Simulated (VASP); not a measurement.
Here is a VASP 6.6.1 calculation.

The input INCAR:

```
SYSTEM = CdH2O2
PREC = Accurate
ENCUT = 600
EDIFF = 1E-6
ISMEAR = 0
SIGMA = 0.01
LREAL = .FALSE.
LASPH = .TRUE.
NELM = 120
ALGO = Normal
ISIF = 2
LWAVE = .FALSE.
LCHARG = .FALSE.
GGA = PS
NBANDS = 21
GGA_COMPAT = .FALSE.
```

Contents of KPOINTS:

```
Automatic mesh
0
G
  6 6 4
  0 0 0
```

POSCAR

```
CdH2O2
1.0
    3.5019706991      0.0000000000      0.0000000000
   -1.7509853495      3.0327955887      0.0000000000
    0.0000000000      0.0000000000      4.5691751517
Cd H O
1 2 2
Direct
    0.0000000000      0.0000000000      0.0000000000
    0.6666666667      0.3333333333      0.5468707629
    0.3333333333      0.6666666667      0.4531292371
    0.6666666667      0.3333333333      0.7582065004
    0.3333333333      0.6666666667      0.2417934996
```

Potentials or basis: VASP PAW PBE potentials, release 64 (Cd, H, O).

Launch:

```sh
$ cat potpaw_PBE.64/Cd/POTCAR potpaw_PBE.64/H/POTCAR potpaw_PBE.64/O/POTCAR > POTCAR
$ mpirun -np 1 vasp_std > vasp.out
```

Q: What does it give for the pressure?

A: 1.9 GPa.

Q: Predict the band gap on the k mesh.

A: 1.62 eV (least direct gap 2.00 eV).

Q: What does it give for the largest force?

A: 0.724 eV/Å.

Stress tensor (GPa, compression positive):
```
0.57 0.00 0.00
0.00 0.57 0.00
0.00 0.00 4.66
```

Caveat: the PAW data sets were made with another functional, which shifts forces and pressure a little. A k mesh can miss the band edges.
